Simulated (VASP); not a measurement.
Runs of VASP 6.6.1 on C. The structure is that of space group R-3m (No. 166), or close to it. The cells are those of the table. 

```csv
cell,gap on the mesh (eV),pressure (GPa),largest force (eV/Å)
"a = 2.423, b = 2.423, c = 3.714 Å, angles 108.5, 108.5, 60.0°, 2 atoms",0.79,13.5,0.01
"a = 2.456, b = 2.456, c = 3.765 Å, angles 108.5, 108.5, 60.0°, 2 atoms",(b),1.5,0.01
"a = 2.389, b = 2.389, c = 3.661 Å, angles 108.5, 108.5, 60.0°, 2 atoms",0.81,27.9,0.01
"a = 2.520, b = 2.520, c = 3.862 Å, angles 108.5, 108.5, 60.0°, 2 atoms",0.76,(c),0.01
"a = 2.489, b = 2.489, c = 3.814 Å, angles 108.5, 108.5, 60.0°, 2 atoms",0.77,(a),0.01
```

Alike in all rows: task single point; level PBEsol; potentials or basis VASP PAW PBE potentials, release 64 (C); no spin polarisation; k mesh 14 × 14 × 8; cutoff (eV) 520; smearing fermi-dirac 0.05 eV.

Estimate the missing entries.

(a) -8.5; (b) 0.78; (c) -16.8.

Caveats: the PAW data sets were made with another functional, which shifts forces and pressure a little; this functional lacks dispersion, which binds the layers, so the pressure and a relaxed spacing across them are unreliable.

A k mesh can miss the band edges.
